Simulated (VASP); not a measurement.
Write the native input for VASP 6.6.1 that does the following.

```
Task                               : single point
Functional                         : PBE-based screened hybrid
Potentials or basis                : VASP PAW PBE potentials, release 64 (I, K_sv)
Cutoff                             : 520 eV
k mesh                             : 3 × 3 × 3
Occupations                        : fermi-dirac, width 0.05 eV
Spin                               : no spin polarisation
Dipole correction                  : no
Grid for exact exchange (PRECFOCK) : Normal
Share of exact exchange            : 0.4
Further INCAR settings             : ALGO = Normal; EDIFF = 1e-06; NBANDS = 15
Screening parameter                : 0.2 1/Å
```

KI:

```
I K
1.0
     4.29120    0.00000    0.00000
     0.00000    4.29120    0.00000
     0.00000    0.00000    4.29120
I K
1 1
Cartesian
  2.1456 2.1456 2.1456
  0.0000 0.0000 0.0000
```

These files were run (other wordings do the same):

POSCAR

```
KI
1.0
    4.2911966600      0.0000000000      0.0000000000
    0.0000000000      4.2911966600      0.0000000000
    0.0000000000      0.0000000000      4.2911966600
I K
1 1
Direct
    0.5000000000      0.5000000000      0.5000000000
    0.0000000000      0.0000000000      0.0000000000
```

INCAR.step1

```
SYSTEM = KI
  PREC = Accurate
  ENCUT = 520
  EDIFF = 1E-5
  ISMEAR = -1
  SIGMA = 0.05
  LREAL = .False.
  LASPH = .True.
  NELM = 100
  ALGO = Normal
  ISIF = 2
  LWAVE = .True.
  LCHARG = .False.
  GGA = PE
  NBANDS = 15
```

INCAR.step2

```
SYSTEM = KI
  PREC = Accurate
  ENCUT = 520
  EDIFF = 1E-6
  ISMEAR = -1
  SIGMA = 0.05
  LREAL = .False.
  LASPH = .True.
  NELM = 100
  ALGO = Normal
  ISIF = 2
  LWAVE = .False.
  LCHARG = .False.
  GGA = PE
  LHFCALC = .True.
  AEXX = 0.4
  HFSCREEN = 0.2
  PRECFOCK = Normal
  ISTART = 1
  NBANDS = 15
```

KPOINTS

```
Automatic mesh
0
Gamma
  3 3 3
  0 0 0
```

Potentials or basis: VASP PAW PBE potentials, release 64 (I, K_sv).

The run is started by

```console
$ cat potpaw_PBE.64/I/POTCAR potpaw_PBE.64/K_sv/POTCAR > POTCAR
$ cp INCAR.step1 INCAR
$ mpirun -np 1 vasp_std > vasp.out
$ cp INCAR.step2 INCAR
$ mpirun -np 1 vasp_std > vasp.out
```

It gave:

```yaml
Pressure: 0.3 GPa
Band_gap_on_the_k_mesh: 5.10 eV, indirect (least direct gap 5.37 eV)
```

Caveat: the k points lie up to 0.49 Å⁻¹ apart; the PAW data sets were made with another functional, which shifts forces and pressure a little; spin-orbit coupling is left out, which moves the levels of the heavy elements.

It took 72 s on 1 thread of Intel(R) Xeon(R) Platinum 8375C CPU @ 2.90GHz (Ice Lake), with other jobs on the host, peak memory 0.28 GiB.
